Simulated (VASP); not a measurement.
# SnSe2 (P6_3/mmc) in VASP: further runs

SnSe2 is run at these levels: r2SCAN; tasks: single point.

All numbers are computed with VASP 6.6.1; they aren't measurements. Logs are shortened: lines on timing, memory, paths and dates and some standing lists are left out, and cuts for length are marked.

## (1) The cell of the first run

The structure is hexagonal, space group P6_3/mmc (No. 194). Conventional cell: a = 5.406 Å, b = 5.406 Å, c = 5.595 Å, α = 90.00°, β = 90.00°, γ = 120.00°. Se (site symmetry -6m2) has 5 Sn at 2.80 to 3.12 Å and 6 Se at 3.42 Å within 3.7 Å. Within 3.7 Å of Se (site symmetry -3m) lie 8 Se at 2.80 to 3.42 Å and 6 Sn at 3.42 Å. Within 3.7 Å of Sn (site symmetry -6m2) lie 11 Se at 2.80 to 3.42 Å.

## (2) Single point, r2SCAN

Contents of POSCAR:

```
SnSe2
1.0
    5.4063238610      0.0000000000      0.0000000000
   -2.7031619305      4.6820138047      0.0000000000
    0.0000000000      0.0000000000      5.5948842676
Se Sn
4 2
Direct
    0.3333333333      0.6666666667      0.7500000000
    0.6666666667      0.3333333333      0.2500000000
    0.0000000000      0.0000000000      0.0000000000
    0.0000000000      0.0000000000      0.5000000000
    0.3333333333      0.6666666667      0.2500000000
    0.6666666667      0.3333333333      0.7500000000
```

Contents of INCAR.step1:

```
  PREC = Accurate
  ENCUT = 520
  ISMEAR = -1
  SIGMA = 0.1
  LREAL = F
  LASPH = T
  NELM = 60
  NBANDS = 35
  GGA = PE
  ALGO = Normal
  EDIFF = 1E-4
  LWAVE = T
  LCHARG = F
```

Contents of INCAR.step2:

```
  PREC = Accurate
  ENCUT = 520
  EDIFF = 1E-7
  ISMEAR = -1
  SIGMA = 0.1
  LREAL = F
  LASPH = T
  NELM = 60
  ALGO = Normal
  ISIF = 2
  LWAVE = F
  LCHARG = F
  METAGGA = R2SCAN
  LMIXTAU = T
  NBANDS = 35
  ISTART = 1
```

Contents of KPOINTS:

```
Automatic mesh
0
Gamma
  4 4 3
```

Potentials or basis: VASP PAW PBE potentials, release 64 (Se, Sn_d).

On the command line:

```sh
cat potpaw_PBE.64/Se/POTCAR potpaw_PBE.64/Sn_d/POTCAR > POTCAR
cp INCAR.step1 INCAR
mpirun -np 1 vasp_std > vasp.out
cp INCAR.step2 INCAR
mpirun -np 1 vasp_std > vasp.out
```

OUTCAR:

```text
PREC = Accurate
   ENCUT = 520
   EDIFF = 1E-7
   ISMEAR = -1
   LREAL = F
   LASPH = T
   NELM = 60
   ISIF = 2
   METAGGA = R2SCAN
   ISTART = 1

 ion  position               nearest neighbor table
   1  0.333  0.667  0.750-   5 2.80   5 2.80   6 3.12   6 3.12   6 3.12
   2  0.667  0.333  0.250-   6 2.80   6 2.80   5 3.12   5 3.12   5 3.12
   3  0.000  0.000  0.000-
   4  0.000  0.000  0.500-
   5  0.333  0.667  0.250-   1 2.80   1 2.80   2 3.12   2 3.12   2 3.12
   6  0.667  0.333  0.750-   2 2.80   2 2.80   1 3.12   1 3.12   1 3.12

  LATTYP: Found a hexagonal cell.
 ALAT       =     5.4063238610
 C/A-ratio  =     1.0348777490

  Lattice vectors:

 A1 = (   5.4063238610,   0.0000000000,   0.0000000000)
 A2 = (  -2.7031619305,   4.6820138047,   0.0000000000)
 A3 = (   0.0000000000,   0.0000000000,   5.5948842676)

Analysis of symmetry for initial positions (statically):
=====================================================================
 Subroutine PRICEL returns:
 Original cell was already a primitive cell.

 Routine SETGRP: Setting up the symmetry group for a
 hexagonal supercell.

 Subroutine GETGRP returns: Found 24 space group operations
 (whereof 12 operations were pure point group operations)
 out of a pool of 24 trial point group operations.

The static configuration has the point symmetry D_3d.
 The point group associated with its full space group is D_6h.

Analysis of symmetry for dynamics (positions and initial velocities):
=====================================================================
 Subroutine PRICEL returns:
 Original cell was already a primitive cell.

 Routine SETGRP: Setting up the symmetry group for a
 hexagonal supercell.

 Subroutine GETGRP returns: Found 24 space group operations
 (whereof 12 operations were pure point group operations)
 out of a pool of 24 trial point group operations.

The dynamic configuration has the point symmetry D_3d.
 The point group associated with its full space group is D_6h.

 Subroutine INISYM returns: Found 24 space group operations
 (whereof 12 operations are pure point group operations),
 and found     1 'primitive' translations

----------------------------------------------------------------------------------------

                                     Primitive cell

  volume of cell :     141.6204

  direct lattice vectors                    reciprocal lattice vectors
     5.406323861  0.000000000  0.000000000     0.184968571  0.106791654  0.000000000
    -2.703161930  4.682013805  0.000000000     0.000000000  0.213583309  0.000000000
     0.000000000  0.000000000  5.594884268     0.000000000  0.000000000  0.178734707

  length of vectors
     5.406323861  5.406323861  5.594884268     0.213583309  0.213583309  0.178734707

  position of ions in fractional coordinates (direct lattice)
     0.333333333  0.666666667  0.750000000
     0.666666667  0.333333333  0.250000000
     0.000000000  0.000000000  0.000000000
     0.000000000  0.000000000  0.500000000
     0.333333333  0.666666667  0.250000000
     0.666666667  0.333333333  0.750000000

  ion indices of the primitive-cell ions
   primitive index   ion index
                 1           1
                 2           2
                 3           3
                 4           4
                 5           5
                 6           6

----------------------------------------------------------------------------------------

 KPOINTS: Automatic mesh

Automatic generation of k-mesh.
 Grid dimensions read from file:
 generate k-points for:    4    4    3

 Generating k-lattice:

  Cartesian coordinates                     Fractional coordinates (reciprocal lattice)
     0.046242143  0.026697914  0.000000000     0.250000000  0.000000000  0.000000000
     0.000000000  0.053395827  0.000000000     0.000000000  0.250000000  0.000000000
     0.000000000  0.000000000  0.059578236     0.000000000  0.000000000  0.333333333

  Length of vectors
     0.053395827  0.053395827  0.059578236

  Shift w.r.t. Gamma in fractional coordinates (k-lattice)
     0.000000000  0.000000000  0.000000000

 Subroutine IBZKPT returns following result:
 ===========================================

 Found      8 irreducible k-points:

 Following reciprocal coordinates:
            Coordinates               Weight
  0.000000  0.000000  0.000000      1.000000
  0.250000 -0.000000  0.000000      6.000000
  0.500000 -0.000000  0.000000      3.000000
  0.250000  0.250000  0.000000      6.000000
  0.000000  0.000000  0.333333      2.000000
  0.250000 -0.000000  0.333333     12.000000
  0.500000 -0.000000  0.333333      6.000000
  0.250000  0.250000  0.333333     12.000000
   k-points           NKPTS =      8   k-points in BZ     NKDIM =      8   number of bands    NBANDS=     35
   number of dos      NEDOS =    301   number of ions     NIONS =      6
   total plane-waves  NPLWV =  67200
   dimension x,y,z NGX =    40 NGY =   40 NGZ =   42
   dimension x,y,z NGXF=    80 NGYF=   80 NGZF=   84
   ions per type =               4   2
   NGX,Y,Z   is equivalent  to a cutoff of  12.30, 12.30, 12.48 a.u.
   NGXF,Y,Z  is equivalent  to a cutoff of  24.60, 24.60, 24.96 a.u.
 SYSTEM =  unknown system
   PREC   = accura    normal or accurate (medium, high low for compatibility)
   ISTART =      1    job   : 0-new  1-cont  2-samecut
   ICHARG =      0    charge: 1-file 2-atom 10-const
   ISPIN  =      1    spin polarized calculation?
   LNONCOLLINEAR =      F non collinear calculations
   LSORBIT =      F    spin-orbit coupling
   LASPH  =      T    aspherical Exc in radial PAW
   ENCUT  =  520.0 eV  38.22 Ry    6.18 a.u.  10.05 10.05 10.40*2*pi/ulx,y,z
   NELM   =     60;   NELMIN=  2; NELMDL=  0     # of ELM steps
   EDIFF  = 0.1E-06   stopping-criterion for ELM
   LREAL  =      F    real-space projection
   EDIFFG = 0.1E-05   stopping-criterion for IOM
   NSW    =      0    number of steps for IOM
   IBRION =     -1    ionic relax: 0-MD 1-quasi-New 2-CG
   NFREE  =      0    steps in history (QN), initial steepest desc. (CG)
   ISIF   =      2    stress and relaxation
   ISYM   =      2    0-nonsym 1-usesym 2-fastsym
   POTIM  = 0.5000    time-step for ionic-motion
   TEBEG  =    0.0;   TEEND  =   0.0 temperature during run
   PSTRESS=    0.0 pullay stress
   NELECT =      52.0000    total number of electrons
   NUPDOWN=      -1.0000    fix difference up-down
   EMIN   =  10.00;   EMAX   =-10.00  energy-range for DOS
   EFERMI =   0.00;   METHOD = LEGACY
   ISMEAR =    -1;   SIGMA  =   0.10  broadening in eV -4-tet -1-fermi 0-gaus
   EFERMI_NEDOS =   21; number of points for ismear=-14 and -15
   IALGO  =     38    algorithm
   IMIX   =      4    mixing-type and parameters
     AMIX     =   0.40;   BMIX     =  1.00
     AMIX_MAG =   1.60;   BMIX_MAG =  1.00
  volume/ion in A,a.u.               =      23.60       159.28
  Fermi-wavevector in a.u.,A,eV,Ry     =   1.172287  2.215301 18.697903  1.374257
  Thomas-Fermi vector in A             =   2.308718
   LORBIT       =      0    0 simple, 1 ext, 2 COOP (PROOUT), +10 PAW based schemes
   METAGGA = R2SCAN    functional components
   LHFCALC =     F    Hartree Fock is set to
   AEXX    =    0.0000 exact exchange contribution
   IVDW    =     0    specifies the selected vdW correction
   LEPSILON=     F    determine dielectric tensor
   LRPA    =     F    only Hartree local field effects (RPA)
 non-spin polarized calculation
  energy-cutoff  :      520.00
  volume of cell :      141.62
 maximum number of plane-waves:      3826
   NGX = 21   NGY = 21   NGZ = 21

 number of electron      52.0000017 magnetization

 Free energy of the ion-electron system (eV)
  ---------------------------------------------------
  ext. energy  EPLUGINS =         0.00000000
  ---------------------------------------------------
  free energy    TOTEN  =      -106.16075047 eV

  energy without entropy =     -106.05255756  energy(sigma->0) =     -106.10665402

 E-fermi :   5.4812     XC(G=0): -10.7680

 val. band max:        5.3915774048   @ k =   0.2500   0.2500   0.0000
 cond. band min:       5.5115743656   @ k =   0.5000  -0.0000   0.3333
 fundamental gap:      0.1199969608
 Fermi energy:         5.4812102999

 k-point     1 :       0.0000    0.0000    0.0000
  band No.  band energies     occupation
      1     -16.6672      2.00000
      2     -16.6498      2.00000
      3     -16.6498      2.00000
      4     -16.6495      2.00000
      5     -16.6494      2.00000
      6     -16.6360      2.00000
[... 27 lines left out ...]
     34      10.9236      0.00000
     35      13.1266      0.00000

 k-point     2 :       0.2500   -0.0000    0.0000
  band No.  band energies     occupation
      1     -16.6666      2.00000
      2     -16.6534      2.00000
      3     -16.6509      2.00000
      4     -16.6469      2.00000
      5     -16.6466      2.00000
      6     -16.6358      2.00000
[... 27 lines left out ...]
     34      11.7964      0.00000
     35      13.2322      0.00000

 k-point     3 :       0.5000   -0.0000    0.0000
  band No.  band energies     occupation
      1     -16.6662      2.00000
      2     -16.6561      2.00000
      3     -16.6511      2.00000
      4     -16.6453      2.00000
      5     -16.6433      2.00000
      6     -16.6369      2.00000
[... 27 lines left out ...]
     34      12.7513      0.00000
     35      12.8567      0.00000

 k-point     4 :       0.2500    0.2500    0.0000
  band No.  band energies     occupation
      1     -16.6643      2.00000
      2     -16.6581      2.00000
      3     -16.6524      2.00000
      4     -16.6451      2.00000
      5     -16.6420      2.00000
      6     -16.6370      2.00000
[... 27 lines left out ...]
     34      12.5486      0.00000
     35      13.2822      0.00000

 k-point     5 :       0.0000    0.0000    0.3333
  band No.  band energies     occupation
      1     -16.6532      2.00000
      2     -16.6511      2.00000
      3     -16.6510      2.00000
      4     -16.6510      2.00000
      5     -16.6509      2.00000
      6     -16.6375      2.00000
[... 27 lines left out ...]
     34      10.4804      0.00000
     35      13.1332      0.00000

 k-point     6 :       0.2500   -0.0000    0.3333
  band No.  band energies     occupation
      1     -16.6556      2.00000
      2     -16.6513      2.00000
      3     -16.6508      2.00000
      4     -16.6489      2.00000
      5     -16.6464      2.00000
      6     -16.6382      2.00000
[... 27 lines left out ...]
     34      10.4028      0.00000
     35      13.3421      0.00000

 k-point     7 :       0.5000   -0.0000    0.3333
  band No.  band energies     occupation
      1     -16.6566      2.00000
      2     -16.6515      2.00000
      3     -16.6501      2.00000
      4     -16.6474      2.00000
      5     -16.6426      2.00000
      6     -16.6395      2.00000
[... 27 lines left out ...]
     34      10.0803      0.00000
     35      12.7297      0.00000

 k-point     8 :       0.2500    0.2500    0.3333
  band No.  band energies     occupation
      1     -16.6549      2.00000
      2     -16.6529      2.00000
      3     -16.6506      2.00000
      4     -16.6474      2.00000
      5     -16.6425      2.00000
      6     -16.6393      2.00000
[... 27 lines left out ...]
     34       9.9992      0.00000
     35      13.2566      0.00000

------------------------ aborting loop because EDIFF is reached ----------------------------------------

  FORCE on cell =-STRESS in cart. coord.  units (eV):
  Direction    XX          YY          ZZ          XY          YZ          ZX
  --------------------------------------------------------------------------------------
  -------------------------------------------------------------------------------------
  Total       -0.0479311     -0.0479311      0.0471133      0.0000000     -0.0000000      0.0000000
  in kB       -0.5422528     -0.5422528      0.5330011      0.0000000     -0.0000000      0.0000000
  external PRESSURE =      -0.1838349 kB  Pullay stress =       0.0000000 kB

 VOLUME and BASIS-vectors are now :
 -----------------------------------------------------------------------------
  energy-cutoff  :      520.00
  volume of cell :      141.62
      direct lattice vectors                 reciprocal lattice vectors
     5.406323861  0.000000000  0.000000000     0.184968571  0.106791654  0.000000000
    -2.703161930  4.682013805  0.000000000     0.000000000  0.213583309  0.000000000
     0.000000000  0.000000000  5.594884268     0.000000000  0.000000000  0.178734707

 POSITION                                       TOTAL-FORCE (eV/Angst)
 -----------------------------------------------------------------------------------
     -0.00000      3.12134      4.19616        -0.000000      0.000000     -0.000000
      2.70316      1.56067      1.39872        -0.000000      0.000000     -0.000000
      0.00000      0.00000      0.00000        -0.000000      0.000000     -0.000000
      0.00000      0.00000      2.79744        -0.000000      0.000000     -0.000000
     -0.00000      3.12134      1.39872        -0.000000      0.000000      0.000000
      2.70316      1.56067      4.19616         0.000000     -0.000000      0.000000
 -----------------------------------------------------------------------------------
    total drift:                               -0.000000     -0.000000     -0.000000

  FREE ENERGIE OF THE ION-ELECTRON SYSTEM (eV)
  ---------------------------------------------------
  free  energy   TOTEN  =      -106.1607504702 eV

  energy  without entropy=     -106.0525575610  energy(sigma->0) =     -106.10665402
```

It took 6.5 min on 1 thread of Intel Xeon 8259CL, shared host; peak memory 0.28 GiB.

What came out:

```
Free energy            : -106.1608 eV
Pressure               : 0.0 GPa
Band gap on the k mesh : zero (bands 26 and 27 overlap by 1.21 eV)
```

Caveat: the k points lie up to 0.37 Å⁻¹ apart, too coarse for converged energies and pressures of a metal; the PAW data sets were made with another functional, which shifts forces and pressure a little; spin-orbit coupling is left out, which moves the levels of the heavy elements.

[end of part 1 of 2]

The gap in the log of VASP goes by the Fermi energy; the results here count the filled bands.